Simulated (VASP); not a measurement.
# Ge (P6_3/mmc) in VASP: further runs

The runs below take Ge through single point, with LDA.

All numbers are computed with VASP 6.6.1; they aren't measurements. Logs are shortened: lines on timing, memory, paths and dates and some standing lists are left out, and cuts for length are marked.

## Step 1: The cell of the first run

The structure is hexagonal, space group P6_3/mmc (No. 194). Conventional cell: a = 3.966 Å, b = 3.966 Å, c = 13.018 Å, α = 90.00°, β = 90.00°, γ = 120.00°. Within 3.2 Å of Ge (site symmetry 3m) lie 4 Ge at 2.43 Å. Ge (site symmetry 3m) has 4 Ge at 2.43 to 2.45 Å within 3.2 Å.

This isn't the form of Ge at room conditions, which is diamond.

## Step 2: Single point, LDA

File INCAR:

```
SYSTEM = Ge
  PREC = Accurate
  ENCUT = 520
  EDIFF = 1E-6
  ISMEAR = 0
  SIGMA = 0.1
  LREAL = .False.
  LASPH = .True.
  NELM = 80
  ALGO = Normal
  ISIF = 2
  LWAVE = .False.
  LCHARG = .False.
  NBANDS = 66
```

File KPOINTS:

```
regular mesh
0
Gamma
  12 12 4
  0 0 0
```

File POSCAR:

```
Ge
1.0
    3.9658385733      0.0000000000      0.0000000000
   -1.9829192867      3.4345169518      0.0000000000
    0.0000000000      0.0000000000     13.0182445770
Ge
8
Direct
    0.0000000000      0.0000000000      0.4068128108
    0.0000000000      0.0000000000      0.5931871892
    0.0000000000      0.0000000000      0.9068128108
    0.0000000000      0.0000000000      0.0931871892
    0.3333333333      0.6666666667      0.3441509379
    0.6666666667      0.3333333333      0.6558490621
    0.6666666667      0.3333333333      0.8441509379
    0.3333333333      0.6666666667      0.1558490621
```

Potentials or basis: VASP PAW LDA potentials, release 64 (Ge_d).

Run with:

```
> cat potpaw_LDA.64/Ge_d/POTCAR > POTCAR
> mpirun -np 1 vasp_std > vasp.out
```

OUTCAR:

```text
SYSTEM = Ge
   PREC = Accurate
   ENCUT = 520
   EDIFF = 1E-6
   ISMEAR = 0
   LREAL = .False.
   LASPH = .True.
   NELM = 80
   ISIF = 2

 ion  position               nearest neighbor table
   1  0.000  0.000  0.407-   2 2.43   5 2.43   5 2.43   5 2.43
   2  0.000  0.000  0.593-   1 2.43   6 2.43   6 2.43   6 2.43
   3  0.000  0.000  0.907-   4 2.43   7 2.43   7 2.43   7 2.43
   4  0.000  0.000  0.093-   3 2.43   8 2.43   8 2.43   8 2.43
   5  0.333  0.667  0.344-   1 2.43   1 2.43   1 2.43   8 2.45
   6  0.667  0.333  0.656-   2 2.43   2 2.43   2 2.43   7 2.45
   7  0.667  0.333  0.844-   3 2.43   3 2.43   3 2.43   6 2.45
   8  0.333  0.667  0.156-   4 2.43   4 2.43   4 2.43   5 2.45

  LATTYP: Found a hexagonal cell.
 ALAT       =     3.9658385733
 C/A-ratio  =     3.2825956822

  Lattice vectors:

 A1 = (   3.9658385733,   0.0000000000,   0.0000000000)
 A2 = (  -1.9829192867,   3.4345169518,   0.0000000000)
 A3 = (   0.0000000000,   0.0000000000,  13.0182445770)

Analysis of symmetry for initial positions (statically):
=====================================================================
 Subroutine PRICEL returns:
 Original cell was already a primitive cell.

 Routine SETGRP: Setting up the symmetry group for a
 hexagonal supercell.

 Subroutine GETGRP returns: Found 24 space group operations
 (whereof 12 operations were pure point group operations)
 out of a pool of 24 trial point group operations.

The static configuration has the point symmetry D_3d.
 The point group associated with its full space group is D_6h.

Analysis of symmetry for dynamics (positions and initial velocities):
=====================================================================
 Subroutine PRICEL returns:
 Original cell was already a primitive cell.

 Routine SETGRP: Setting up the symmetry group for a
 hexagonal supercell.

 Subroutine GETGRP returns: Found 24 space group operations
 (whereof 12 operations were pure point group operations)
 out of a pool of 24 trial point group operations.

The dynamic configuration has the point symmetry D_3d.
 The point group associated with its full space group is D_6h.

 Subroutine INISYM returns: Found 24 space group operations
 (whereof 12 operations are pure point group operations),
 and found     1 'primitive' translations

----------------------------------------------------------------------------------------

[... 110 lines left out ...]
   ISIF   =      2    stress and relaxation
   ISYM   =      2    0-nonsym 1-usesym 2-fastsym
   POTIM  = 0.5000    time-step for ionic-motion
   TEBEG  =    0.0;   TEEND  =   0.0 temperature during run
   PSTRESS=    0.0 pullay stress
   NELECT =     112.0000    total number of electrons
   NUPDOWN=      -1.0000    fix difference up-down
   EMIN   =  10.00;   EMAX   =-10.00  energy-range for DOS
   EFERMI =   0.00;   METHOD = LEGACY
   ISMEAR =     0;   SIGMA  =   0.10  broadening in eV -4-tet -1-fermi 0-gaus
   EFERMI_NEDOS =   21; number of points for ismear=-14 and -15
   IALGO  =     38    algorithm
   IMIX   =      4    mixing-type and parameters
     AMIX     =   0.40;   BMIX     =  1.00
     AMIX_MAG =   1.60;   BMIX_MAG =  1.00
  volume/ion in A,a.u.               =      22.16       149.58
  Fermi-wavevector in a.u.,A,eV,Ry     =   1.404634  2.654373 26.844244  1.972996
  Thomas-Fermi vector in A             =   2.527176
   LORBIT       =      0    0 simple, 1 ext, 2 COOP (PROOUT), +10 PAW based schemes
   GGA     = CA    functional components
   LHFCALC =     F    Hartree Fock is set to
   AEXX    =    0.0000 exact exchange contribution
   IVDW    =     0    specifies the selected vdW correction
   LEPSILON=     F    determine dielectric tensor
   LRPA    =     F    only Hartree local field effects (RPA)
 non-spin polarized calculation
 Gauss-broadening in eV      SIGMA  =   0.10
  energy-cutoff  :      520.00
  volume of cell :      177.32
 maximum number of plane-waves:      4824
 NGX is ok and might be reduce to    30
   NGX = 15   NGY = 15   NGZ = 49

 number of electron     112.0000136 magnetization

 Free energy of the ion-electron system (eV)
  ---------------------------------------------------
  ext. energy  EPLUGINS =         0.00000000
  ---------------------------------------------------
  free energy    TOTEN  =       -41.51085003 eV

  energy without entropy =      -41.50989952  energy(sigma->0) =      -41.51037478

 E-fermi :   4.9956     XC(G=0): -10.3872

 val. band max:        4.9864214917   @ k =   0.0000   0.0000   0.0000
 cond. band min:       5.0004053324   @ k =   0.0000   0.0000   0.2500
 fundamental gap:      0.0139838406
 Fermi energy:         4.9956140345

 k-point     1 :       0.0000    0.0000    0.0000
  band No.  band energies     occupation
      1     -20.0760      2.00000
      2     -20.0760      2.00000
      3     -20.0663      2.00000
      4     -20.0663      2.00000
      5     -20.0619      2.00000
      6     -20.0619      2.00000
[... 1645 lines left out ...]
     65       9.9654      0.00000
     66      10.0350      0.00000

 [... further k-points ...]

------------------------ aborting loop because EDIFF is reached ----------------------------------------

  FORCE on cell =-STRESS in cart. coord.  units (eV):
  Direction    XX          YY          ZZ          XY          YZ          ZX
  --------------------------------------------------------------------------------------
  -------------------------------------------------------------------------------------
  Total        0.1374720      0.1374720      0.1412967     -0.0000000      0.0000000     -0.0000000
  in kB        1.2421431      1.2421431      1.2767016     -0.0000000      0.0000000     -0.0000000
  external PRESSURE =       1.2536626 kB  Pullay stress =       0.0000000 kB

 VOLUME and BASIS-vectors are now :
 -----------------------------------------------------------------------------
  energy-cutoff  :      520.00
  volume of cell :      177.32
      direct lattice vectors                 reciprocal lattice vectors
     3.965838573  0.000000000  0.000000000     0.252153481  0.145580880  0.000000000
    -1.982919287  3.434516952  0.000000000     0.000000000  0.291161760  0.000000000
     0.000000000  0.000000000 13.018244577     0.000000000  0.000000000  0.076815272

 POSITION                                       TOTAL-FORCE (eV/Angst)
 -----------------------------------------------------------------------------------
      0.00000      0.00000      5.29599         0.000000     -0.000000     -0.002485
      0.00000      0.00000      7.72226        -0.000000     -0.000000      0.002485
      0.00000      0.00000     11.80511        -0.000000     -0.000000     -0.002485
      0.00000      0.00000      1.21313         0.000000      0.000000      0.002485
     -0.00000      2.28968      4.48024         0.000000     -0.000000     -0.001077
      1.98292      1.14484      8.53800        -0.000000     -0.000000      0.001077
      1.98292      1.14484     10.98936        -0.000000     -0.000000     -0.001077
     -0.00000      2.28968      2.02888         0.000000     -0.000000      0.001077
 -----------------------------------------------------------------------------------
    total drift:                               -0.000000      0.000000      0.000000

  FREE ENERGIE OF THE ION-ELECTRON SYSTEM (eV)
  ---------------------------------------------------
  free  energy   TOTEN  =       -41.5108500321 eV

  energy  without entropy=      -41.5098995231  energy(sigma->0) =      -41.51037478
```

OSZICAR:

```text
N       E                     dE             d eps       ncg     rms          rms(c)
DAV:   1     0.140141829675E+04    0.14014E+04   -0.51560E+04  8758   0.467E+03
DAV:   2     0.241066933182E+03   -0.11604E+04   -0.11269E+04  7524   0.113E+03
DAV:   3    -0.155289039372E+02   -0.25660E+03   -0.24592E+03  7770   0.272E+02
DAV:   4    -0.412412248697E+02   -0.25712E+02   -0.24932E+02  8666   0.911E+01
DAV:   5    -0.422194300763E+02   -0.97821E+00   -0.96959E+00  8460   0.191E+01    0.688E+00
DAV:   6    -0.417509318751E+02    0.46850E+00   -0.45365E-01  9004   0.362E+00    0.385E+00
DAV:   7    -0.415063080522E+02    0.24462E+00   -0.33157E-01  8314   0.490E+00    0.322E-01
DAV:   8    -0.415098344685E+02   -0.35264E-02   -0.43268E-02  9022   0.500E+00    0.200E-01
DAV:   9    -0.415107554693E+02   -0.92100E-03   -0.72152E-03 11524   0.136E+00    0.818E-02
DAV:  10    -0.415108642752E+02   -0.10881E-03   -0.13202E-03  9362   0.297E-01    0.212E-02
DAV:  11    -0.415108486590E+02    0.15616E-04   -0.26703E-05 10656   0.314E-01    0.103E-02
DAV:  12    -0.415108475894E+02    0.10696E-05   -0.25713E-05 10022   0.322E-01    0.609E-03
DAV:  13    -0.415108496153E+02   -0.20258E-05   -0.31541E-05 11038   0.135E-01    0.173E-03
DAV:  14    -0.415108500321E+02   -0.41682E-06   -0.53165E-06  6796   0.526E-02
   1 F= -.41510850E+02 E0= -.41510375E+02  d E =-.950509E-03
```

stdout:

```text
POSCAR found type information on POSCAR Ge
 POSCAR found :  1 types and       8 ions
 scaLAPACK will be used
 LDA part: xc-table for (Slater(with rela. corr.)+CA(PZ))
 , standard interpolation
 POSCAR, INCAR and KPOINTS ok, starting setup
 FFT: planning ... GRIDC
 FFT: planning ... GRID_SOFT
 FFT: planning ... GRID
 WAVECAR not read
 entering main loop
```

Run time: 7.5 min. Hardware: 1 thread of Intel Xeon 6975P-C (Granite Rapids), shared host; peak memory 0.52 GiB.

What came out:

| Quantity | Value |
| --- | --- |
| Free energy | -41.5109 eV |
| Pressure | 0.1 GPa |
| Band gap on the k mesh | zero (bands 56 and 57 overlap by 0.01 eV) |

Forces in eV/Å, atoms in the order of the input:
```
Ge   0.000  0.000 -0.002
Ge   0.000  0.000  0.002
Ge   0.000  0.000 -0.002
Ge   0.000  0.000  0.002
Ge   0.000  0.000 -0.001
Ge   0.000  0.000  0.001
Ge   0.000  0.000 -0.001
Ge   0.000  0.000  0.001
```

Caveat: semilocal functionals underestimate gaps, so a narrow gap can read as zero.

## Step 3: Single point, LDA

This run uses another cell than the first one, of 22.82 Å³/atom.

File INCAR:

```
  PREC = Accurate
  ENCUT = 520
  EDIFF = 1E-6
  ISMEAR = 0
  SIGMA = 0.1
  LREAL = F
  LASPH = T
  NELM = 100
  ALGO = Normal
  ISIF = 2
  LWAVE = F
  LCHARG = F
  GGA = CA
  NBANDS = 66
```

File KPOINTS:

```
regular mesh
0
Gamma
  6 6 2
```

File POSCAR:

```
Ge
1.0
    4.0031158800      0.0000000000      0.0000000000
   -2.0015579400      3.4668000500      0.0000000000
    0.0000000000      0.0000000000     13.1567068600
Ge
8
Direct
    0.0000000000      0.0000000000      0.4068511600
    0.0000000000      0.0000000000      0.5931488400
    0.0000000000      0.0000000000      0.9068511600
    0.0000000000      0.0000000000      0.0931488400
    0.3333333300      0.6666666700      0.3440584300
    0.6666666700      0.3333333300      0.6559415700
    0.6666666700      0.3333333300      0.8440584300
    0.3333333300      0.6666666700      0.1559415700
```

Potentials or basis: VASP PAW LDA potentials, release 64 (Ge_d).

Run with:

```
> cat potpaw_LDA.64/Ge_d/POTCAR > POTCAR
> mpirun -np 1 vasp_std > vasp.out
```

OUTCAR:

```text
PREC = Accurate
   ENCUT = 520
   EDIFF = 1E-6
   ISMEAR = 0
   LREAL = F
   LASPH = T
   NELM = 100
   ISIF = 2
   GGA = CA

 ion  position               nearest neighbor table
   1  0.000  0.000  0.407-   2 2.45   5 2.45   5 2.45   5 2.45
   2  0.000  0.000  0.593-   1 2.45   6 2.45   6 2.45   6 2.45
   3  0.000  0.000  0.907-   4 2.45   7 2.45   7 2.45   7 2.45
   4  0.000  0.000  0.093-   3 2.45   8 2.45   8 2.45   8 2.45
   5  0.333  0.667  0.344-   1 2.45   1 2.45   1 2.45   8 2.47
   6  0.667  0.333  0.656-   2 2.45   2 2.45   2 2.45   7 2.47
   7  0.667  0.333  0.844-   3 2.45   3 2.45   3 2.45   6 2.47
[... 1169 lines left out ...]
  Total       -1.7230965     -1.7230965     -2.3738914      0.0000000      0.0000000      0.0000000
  in kB      -15.1197996    -15.1197996    -20.8303843      0.0000000      0.0000000      0.0000000
  external PRESSURE =     -17.0233278 kB  Pullay stress =       0.0000000 kB

 VOLUME and BASIS-vectors are now :
 -----------------------------------------------------------------------------
  energy-cutoff  :      520.00
  volume of cell :      182.59
      direct lattice vectors                 reciprocal lattice vectors
     4.003115880  0.000000000  0.000000000     0.249805409  0.144225220  0.000000000
    -2.001557940  3.466800050  0.000000000     0.000000000  0.288450440  0.000000000
     0.000000000  0.000000000 13.156706860     0.000000000  0.000000000  0.076006862

 POSITION                                       TOTAL-FORCE (eV/Angst)
 -----------------------------------------------------------------------------------
      0.00000      0.00000      5.35282         0.000000     -0.000000     -0.016583
      0.00000      0.00000      7.80389         0.000000     -0.000000      0.016583
      0.00000      0.00000     11.93117         0.000000      0.000000     -0.016583
      0.00000      0.00000      1.22553        -0.000000      0.000000      0.016583
     -0.00000      2.31120      4.52668        -0.000000     -0.000000      0.013198
      2.00156      1.15560      8.63003         0.000000      0.000000     -0.013198
      2.00156      1.15560     11.10503         0.000000      0.000000      0.013198
     -0.00000      2.31120      2.05168        -0.000000     -0.000000     -0.013198
 -----------------------------------------------------------------------------------
    total drift:                                0.000000      0.000000      0.000000

  FREE ENERGIE OF THE ION-ELECTRON SYSTEM (eV)
  ---------------------------------------------------
  free  energy   TOTEN  =       -41.3938059830 eV

  energy  without entropy=      -41.3911285980  energy(sigma->0) =      -41.39246729
```

Run time: 2.9 min. Hardware: 1 thread of Intel Xeon Platinum 8259CL at 2.50GHz (Skylake/Cascade Lake), shared host; peak memory 0.28 GiB.

What came out:

```yaml
Free_energy: -41.3938 eV
Pressure: -1.7 GPa
Largest_force: 0.017 eV/Å
Band_gap_on_the_k_mesh: 0.08 eV
```

Forces on the atoms (eV/Å):
```
Ge   0.000  0.000 -0.017
Ge   0.000  0.000  0.017
Ge   0.000  0.000 -0.017
Ge   0.000  0.000  0.017
Ge   0.000  0.000  0.013
Ge   0.000  0.000 -0.013
Ge   0.000  0.000  0.013
Ge   0.000  0.000 -0.013
```

## Step 4: Single point, LDA (20.83 Å³/atom)

This run uses another cell than the first one, of 20.83 Å³/atom.

File INCAR:

```
SYSTEM = Ge
ALGO = Normal
EDIFF = 1E-6
ENCUT = 520
GGA = CA
ISIF = 2
ISMEAR = 0
LASPH = .True.
LCHARG = .True.
LELF = .True.
LREAL = .False.
LVHAR = .True.
LWAVE = .False.
NBANDS = 66
NELM = 100
PREC = Accurate
SIGMA = 0.1
```

File KPOINTS:

```
k-points
0
Gamma
  12 12 4
  0 0 0
```

File POSCAR:

```
Ge
1.0
    3.8837042951      0.0000000000      0.0000000000
   -1.9418521476      3.3633865804      0.0000000000
    0.0000000000      0.0000000000     12.7602162498
Ge
8
Direct
    0.0000000000      0.0000000000      0.4068306796
    0.0000000000      0.0000000000      0.5931693204
    0.0000000000      0.0000000000      0.9068306796
    0.0000000000      0.0000000000      0.0931693204
    0.3333333333      0.6666666667      0.3440312650
    0.6666666667      0.3333333333      0.6559687350
    0.6666666667      0.3333333333      0.8440312650
    0.3333333333      0.6666666667      0.1559687350
```

Run with:

```
> cat potpaw_LDA.64/Ge_d/POTCAR > POTCAR
> mpirun -np 1 vasp_std > vasp.out
```

Run time: 11 min. Hardware: 1 thread of Oxide Virtual Turin-like, shared host; peak memory 0.46 GiB.

Results (log left out):

```
Free energy            : -41.3340 eV
Pressure               : 5.3 GPa
Band gap on the k mesh : 0.14 eV
```

Levels at points of the mesh, in eV from the valence-band top:
```csv
k point,band 54,band 55,band 56,band 57,band 58,band 59
"(0.00, 0.00, 0.00)",-0.18,0.00,0.00,0.14,0.60,0.64
"(0.50, 0.00, 0.00)",-2.70,-2.08,-1.63,0.24,0.26,0.38
"(0.00, 0.00, 0.50)",-0.39,-0.39,-0.39,0.30,0.30,1.46
"(0.50, 0.00, 0.50)",-2.93,-2.02,-2.02,0.49,0.49,1.33
```

Caveat: the cell stands under pressure. A k mesh can miss the band edges.

## Step 5: The runs side by side

```csv
cell,k mesh,gap on the mesh (eV),pressure (GPa)
"a = 3.966, b = 3.966, c = 13.018 Å, angles 90.0, 90.0, 120.0°, 8 atoms",12 × 12 × 4,none,0.1
"a = 4.003, b = 4.003, c = 13.157 Å, angles 90.0, 90.0, 120.0°, 8 atoms",6 × 6 × 2,0.08,-1.7
"a = 3.884, b = 3.884, c = 12.760 Å, angles 90.0, 90.0, 120.0°, 8 atoms",12 × 12 × 4,0.14,5.3
```

Alike in all rows: task single point; level LDA; potentials or basis VASP PAW LDA potentials, release 64 (Ge_d); no spin polarisation; cutoff (eV) 520; smearing gaussian 0.1 eV.

Caveats: semilocal functionals underestimate gaps, so a narrow gap can read as zero (at least some runs); the cell stands under pressure (at least some runs).

Total energies depend on the potentials used, so only differences within one code and one set of settings carry meaning.
